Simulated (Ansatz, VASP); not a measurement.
One calculation of InGa3P4, two programs

```xyz
8
Lattice="5.4469 0.0000 0.0000 0.0000 5.4469 0.0000 0.0000 0.0000 5.4469" Properties=species:S:1:pos:R:3 pbc="T T T"
In    2.7235    2.7235    2.7235
Ga    0.0000    0.0000    2.7235
Ga    0.0000    2.7235    0.0000
Ga    2.7235    0.0000    0.0000
P     4.1436    4.1436    4.1436
P     4.1436    1.3034    1.3034
P     1.3034    4.1436    1.3034
P     1.3034    1.3034    4.1436
```

Alike in both runs: functional PBE; k mesh 6 × 6 × 6; occupations gaussian, width 0.02 eV; no spin polarisation.

Ansatz relaxed the structure, and its values are those at the end. VASP's run is a single point on that final structure, the one shown.

```csv
,VASP,Ansatz
version,VASP 6.6.1,Ansatz 0.2.0
potentials or method,"VASP PAW PBE potentials, release 64 (In_d, Ga_d, P), cutoff 520 eV","scalar-relativistic, plane waves, PAW"
valence electrons in the cell,72,72
```

```csv
,VASP,Ansatz,Ansatz less VASP
gap on the k mesh at the Fermi level (eV),1.42,1.42,+0.003
least direct gap on the mesh (eV),1.42,1.42,+0.003
pressure (GPa),8.3,8.3,+0.07
rms of the force components (eV/Å),0.004,0.003,-0.0012
```

Ansatz's warnings: stress scf threshold loose.
